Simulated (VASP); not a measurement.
# Ga2O3 (P1) in VASP: single point with r2SCAN

Aim: the single point of Ga2O3 with r2SCAN.

Everything below comes from runs of VASP 6.6.1. Logs are shortened: lines on timing, memory, paths and dates and some standing lists are left out, and cuts for length are marked.

### 1 The cell of the first run

The typed cell holds 10 atoms: a = 5.325 Å, b = 5.325 Å, c = 5.325 Å, α = 55.81°, β = 55.81°, γ = 55.81°.

### 2 Single point, r2SCAN (all Ga atoms moved -0.200 Å, as atom 1 along Cartesian [1 1 1])

The input, POSCAR:

```
Ga2O3
1.0
    2.4923023535      1.4389314347      4.4806666158
   -2.4923023535      1.4389314347      4.4806666158
    0.0000000000     -2.8778628693      4.4806666158
Ga O
4 6
Direct
    0.3102722522      0.3566029286      0.3735611331
    0.0994675556      0.1457982320      0.1627564365
    0.5994675556      0.6457982320      0.6627564365
    0.8102722522      0.8566029286      0.8735611331
    0.5536262452      0.9463737548      0.2500000000
    0.2500000000      0.5536262452      0.9463737548
    0.9463737548      0.2500000000      0.5536262452
    0.4463737548      0.0536262452      0.7500000000
    0.7500000000      0.4463737548      0.0536262452
    0.0536262452      0.7500000000      0.4463737548
```

The input, INCAR.step1:

```
  PREC = Accurate
  ENCUT = 520
  ISMEAR = 0
  SIGMA = 0.05
  LREAL = False
  LASPH = True
  NELM = 80
  NBANDS = 55
  GGA = PE
  ALGO = Normal
  EDIFF = 1E-4
  LWAVE = True
  LCHARG = False
```

The input, INCAR.step2:

```
  PREC = Accurate
  ENCUT = 520
  EDIFF = 1E-7
  ISMEAR = 0
  SIGMA = 0.05
  LREAL = False
  LASPH = True
  NELM = 80
  ALGO = Normal
  ISIF = 2
  LWAVE = False
  LCHARG = False
  METAGGA = R2SCAN
  LMIXTAU = True
  NBANDS = 55
  ISTART = 1
```

The input, KPOINTS:

```
regular mesh
0
Gamma
  6 6 6
```

Potentials or basis: VASP PAW PBE potentials, release 64 (Ga_d, O).

Run with:

```sh
$ cat potpaw_PBE.64/Ga_d/POTCAR potpaw_PBE.64/O/POTCAR > POTCAR
$ cp INCAR.step1 INCAR
$ mpirun -np 1 vasp_std > vasp.out
$ cp INCAR.step2 INCAR
$ mpirun -np 1 vasp_std > vasp.out
```

OUTCAR:

```text
PREC = Accurate
   ENCUT = 520
   EDIFF = 1E-7
   ISMEAR = 0
   LREAL = False
   LASPH = True
   NELM = 80
   ISIF = 2
   METAGGA = R2SCAN
   ISTART = 1

 ion  position               nearest neighbor table
   1  0.310  0.357  0.374-  10 1.87   7 1.88   8 1.96   6 2.03   5 2.09   9 2.12   2 2.83
   2  0.099  0.146  0.163-   9 1.78  10 1.84   8 2.03   7 2.05   6 2.19   5 2.24   1 2.83
   3  0.599  0.646  0.663-   6 1.74   5 1.91   7 2.00   8 2.08   9 2.13  10 2.27   4 2.83
   4  0.810  0.857  0.874-   5 1.84   8 1.91   9 1.97   7 2.03   6 2.08  10 2.12   3 2.83
   5  0.554  0.946  0.250-   4 1.84   3 1.91   1 2.09   2 2.24
   6  0.250  0.554  0.946-   3 1.74   1 2.03   4 2.08   2 2.19
   7  0.946  0.250  0.554-   1 1.88   3 2.00   4 2.03   2 2.05
   8  0.446  0.054  0.750-   4 1.91   1 1.96   2 2.03   3 2.08
   9  0.750  0.446  0.054-   2 1.78   4 1.97   1 2.12   3 2.13
  10  0.054  0.750  0.446-   2 1.84   1 1.87   4 2.12   3 2.27

  LATTYP: Found a trigonal (rhomboedric) cell.
 ALAT       =     5.3252669433
 COS(alpha) =     0.5619247826

  Lattice vectors:

 A1 = (   2.4923023535,   1.4389314347,   4.4806666158)
 A2 = (  -2.4923023535,   1.4389314347,   4.4806666158)
 A3 = (   0.0000000000,  -2.8778628693,   4.4806666158)

Analysis of symmetry for initial positions (statically):
=====================================================================
 Subroutine PRICEL returns:
 Original cell was already a primitive cell.

 Routine SETGRP: Setting up the symmetry group for a
 trigonal (rhombohedral) supercell.

 Subroutine GETGRP returns: Found  1 space group operations
 (whereof  1 operations were pure point group operations)
 out of a pool of 12 trial point group operations.

The static configuration has the point symmetry C_1 .

Analysis of symmetry for dynamics (positions and initial velocities):
=====================================================================
 Subroutine PRICEL returns:
 Original cell was already a primitive cell.

 Routine SETGRP: Setting up the symmetry group for a
 trigonal (rhombohedral) supercell.

 Subroutine GETGRP returns: Found  1 space group operations
 (whereof  1 operations were pure point group operations)
 out of a pool of 12 trial point group operations.

The dynamic configuration has the point symmetry C_1 .

 Subroutine INISYM returns: Found  1 space group operations
 (whereof  1 operations are pure point group operations),
 and found     1 'primitive' translations
[... 118 lines left out ...]
   ISYM   =      2    0-nonsym 1-usesym 2-fastsym
   POTIM  = 0.5000    time-step for ionic-motion
   TEBEG  =    0.0;   TEEND  =   0.0 temperature during run
   PSTRESS=    0.0 pullay stress
   NELECT =      88.0000    total number of electrons
   NUPDOWN=      -1.0000    fix difference up-down
   EMIN   =  10.00;   EMAX   =-10.00  energy-range for DOS
   EFERMI =   0.00;   METHOD = LEGACY
   ISMEAR =     0;   SIGMA  =   0.05  broadening in eV -4-tet -1-fermi 0-gaus
   EFERMI_NEDOS =   21; number of points for ismear=-14 and -15
   IALGO  =     38    algorithm
   IMIX   =      4    mixing-type and parameters
     AMIX     =   0.40;   BMIX     =  1.00
     AMIX_MAG =   1.60;   BMIX_MAG =  1.00
  volume/ion in A,a.u.               =       9.64        65.06
  Fermi-wavevector in a.u.,A,eV,Ry     =   1.588026  3.000933 34.311514  2.521825
  Thomas-Fermi vector in A             =   2.687093
   LORBIT       =      0    0 simple, 1 ext, 2 COOP (PROOUT), +10 PAW based schemes
   METAGGA = R2SCAN    functional components
   LHFCALC =     F    Hartree Fock is set to
   AEXX    =    0.0000 exact exchange contribution
   IVDW    =     0    specifies the selected vdW correction
   LEPSILON=     F    determine dielectric tensor
   LRPA    =     F    only Hartree local field effects (RPA)
 non-spin polarized calculation
 Gauss-broadening in eV      SIGMA  =   0.05
  energy-cutoff  :      520.00
  volume of cell :       96.41
 maximum number of plane-waves:      2610
   NGX = 19   NGY = 19   NGZ = 19

 number of electron      88.0000000 magnetization

 Free energy of the ion-electron system (eV)
  ---------------------------------------------------
  ext. energy  EPLUGINS =         0.00000000
  ---------------------------------------------------
  free energy    TOTEN  =      -101.48043807 eV

  energy without entropy =     -101.48043807  energy(sigma->0) =     -101.48043807

 E-fermi :   4.4136     XC(G=0): -13.1425

 val. band max:        4.1871177885   @ k =  -0.0000  -0.1667   0.1667
 cond. band min:       7.6504880222   @ k =   0.0000   0.0000   0.0000
 fundamental gap:      3.4633702338
 Fermi energy:         4.4135762540

 k-point     1 :       0.0000    0.0000    0.0000
  band No.  band energies     occupation
      1     -15.8744      2.00000
      2     -14.0506      2.00000
      3     -14.0274      2.00000
      4     -13.9519      2.00000
      5     -13.8517      2.00000
      6     -13.7219      2.00000
[... 1381 lines left out ...]
     54      17.1961      0.00000
     55      17.4351      0.00000

 [... further k-points ...]

------------------------ aborting loop because EDIFF is reached ----------------------------------------

  FORCE on cell =-STRESS in cart. coord.  units (eV):
  Direction    XX          YY          ZZ          XY          YZ          ZX
  --------------------------------------------------------------------------------------
  -------------------------------------------------------------------------------------
  Total        4.2400605      5.1522511      3.8697165      0.6739408      2.0592119      1.6733204
  in kB       70.4608584     85.6195408     64.3065213     11.1994735     34.2197570     27.8070535
  external PRESSURE =      73.4623068 kB  Pullay stress =       0.0000000 kB

 VOLUME and BASIS-vectors are now :
 -----------------------------------------------------------------------------
  energy-cutoff  :      520.00
  volume of cell :       96.41
      direct lattice vectors                 reciprocal lattice vectors
     2.492302353  1.438931435  4.480666616     0.200617714  0.115826691  0.074393692
    -2.492302353  1.438931435  4.480666616    -0.200617714  0.115826691  0.074393692
     0.000000000 -2.877862869  4.480666616     0.000000000 -0.231653382  0.074393692

 POSITION                                       TOTAL-FORCE (eV/Angst)
 -----------------------------------------------------------------------------------
     -0.11547     -0.11547      4.66185         1.187410      1.263509      0.910430
     -0.11547     -0.11547      1.82821         1.711222      0.950985      0.964663
     -0.11547     -0.11547      8.54921         1.452656      2.535152      1.145603
     -0.11547     -0.11547     11.38285         1.443965      1.244185      0.730952
     -0.97885      1.43893      7.84117        -0.570722     -0.838547      0.360020
     -0.75673     -1.56717      7.84117        -1.561682     -2.346004     -1.429173
      1.73557      0.12824      7.84117        -0.766370     -1.163348     -0.856719
      0.97885     -1.43893      5.60083        -0.966736     -0.431017     -0.545495
      0.75673      1.56717      5.60083        -1.732508     -0.449192     -1.167452
     -1.73557     -0.12824      5.60083        -0.197236     -0.765724     -0.112828
 -----------------------------------------------------------------------------------
    total drift:                               -0.010699      0.007367      0.026658

  FREE ENERGIE OF THE ION-ELECTRON SYSTEM (eV)
  ---------------------------------------------------
  free  energy   TOTEN  =      -101.4804380747 eV

  energy  without entropy=     -101.4804380747  energy(sigma->0) =     -101.48043807
```

OSZICAR.step1:

```text
N       E                     dE             d eps       ncg     rms          rms(c)
DAV:   1     0.121742553278E+04    0.12174E+04   -0.39547E+04 14838   0.303E+03
DAV:   2     0.201209569368E+03   -0.10162E+04   -0.95101E+03 12488   0.827E+02
DAV:   3    -0.466592586405E+02   -0.24787E+03   -0.24074E+03 13948   0.264E+02
DAV:   4    -0.666294363858E+02   -0.19970E+02   -0.19746E+02 15430   0.808E+01
DAV:   5    -0.673429657844E+02   -0.71353E+00   -0.71192E+00 15969   0.158E+01    0.175E+01
DAV:   6    -0.582796982098E+02    0.90633E+01   -0.28519E+01 22914   0.631E+01    0.455E+00
DAV:   7    -0.584732155223E+02   -0.19352E+00   -0.34144E+00 13838   0.102E+01    0.332E+00
DAV:   8    -0.584602930971E+02    0.12922E-01   -0.52339E-01 18792   0.785E+00    0.138E+00
DAV:   9    -0.584214817059E+02    0.38811E-01   -0.15857E-01 18626   0.588E+00    0.244E-01
DAV:  10    -0.584230194347E+02   -0.15377E-02   -0.24259E-02 17477   0.128E+00    0.198E-01
DAV:  11    -0.584230514003E+02   -0.31966E-04   -0.36913E-03 15491   0.794E-01    0.720E-02
DAV:  12    -0.584231276873E+02   -0.76287E-04   -0.77923E-04 15030   0.482E-01
   1 F= -.58423128E+02 E0= -.58423128E+02  d E =-.329036E-14
```

It took 37 min on 1 thread of Intel Xeon Platinum 8559C (Emerald Rapids), shared host; peak memory 0.56 GiB.

What came out:

```yaml
Free_energy: -101.4804 eV
Pressure: 7.3 GPa
Largest_force: 3.160 eV/Å
Band_gap_on_the_k_mesh: 3.46 eV (least direct gap 3.61 eV)
```

Forces on the atoms (eV/Å):
```
Ga   1.187  1.264  0.910
Ga   1.711  0.951  0.965
Ga   1.453  2.535  1.146
Ga   1.444  1.244  0.731
O   -0.571 -0.839  0.360
O   -1.562 -2.346 -1.429
O   -0.766 -1.163 -0.857
O   -0.967 -0.431 -0.545
O   -1.733 -0.449 -1.167
O   -0.197 -0.766 -0.113
```

Stress tensor (GPa, compression positive):
```
7.05 1.12 2.78
1.12 8.56 3.42
2.78 3.42 6.43
```

Levels at points of the mesh, in eV from the valence-band top:
| k point | band 40 | band 41 | band 42 | band 43 | band 44 | band 45 | band 46 | band 47 | band 48 | band 49 |
| --- | --- | --- | --- | --- | --- | --- | --- | --- | --- | --- |
| (0.00, 0.00, 0.00) | -0.44 | -0.43 | -0.28 | -0.24 | -0.14 | 3.46 | 7.36 | 7.58 | 9.58 | 10.90 |
| (0.50, 0.00, 0.00) | -1.13 | -1.07 | -1.01 | -0.25 | -0.20 | 7.07 | 7.09 | 7.38 | 7.42 | 10.63 |
| (0.00, 0.50, 0.00) | -1.18 | -1.13 | -0.97 | -0.32 | -0.12 | 7.06 | 7.13 | 7.39 | 7.44 | 10.57 |
| (0.00, 0.00, 0.50) | -1.18 | -1.12 | -1.02 | -0.27 | -0.13 | 7.06 | 7.13 | 7.41 | 7.42 | 10.58 |
| (0.50, 0.50, 0.00) | -1.11 | -0.90 | -0.74 | -0.34 | -0.23 | 7.16 | 7.43 | 8.21 | 8.41 | 9.61 |
| (0.50, 0.00, 0.50) | -1.10 | -0.93 | -0.74 | -0.32 | -0.20 | 7.17 | 7.44 | 8.24 | 8.39 | 9.56 |
| (0.00, 0.50, 0.50) | -1.08 | -0.91 | -0.77 | -0.37 | -0.10 | 7.23 | 7.47 | 8.16 | 8.44 | 9.44 |
| (0.50, 0.50, 0.50) | -1.52 | -0.45 | -0.45 | -0.26 | -0.25 | 6.52 | 6.52 | 8.55 | 8.56 | 10.14 |

Caveat: the cell differs from its parent crystal (all Ga atoms moved -0.200 Å, as atom 1 along Cartesian [1 1 1]); the cell stands under pressure; the PAW data sets were made with another functional, which shifts forces and pressure a little.
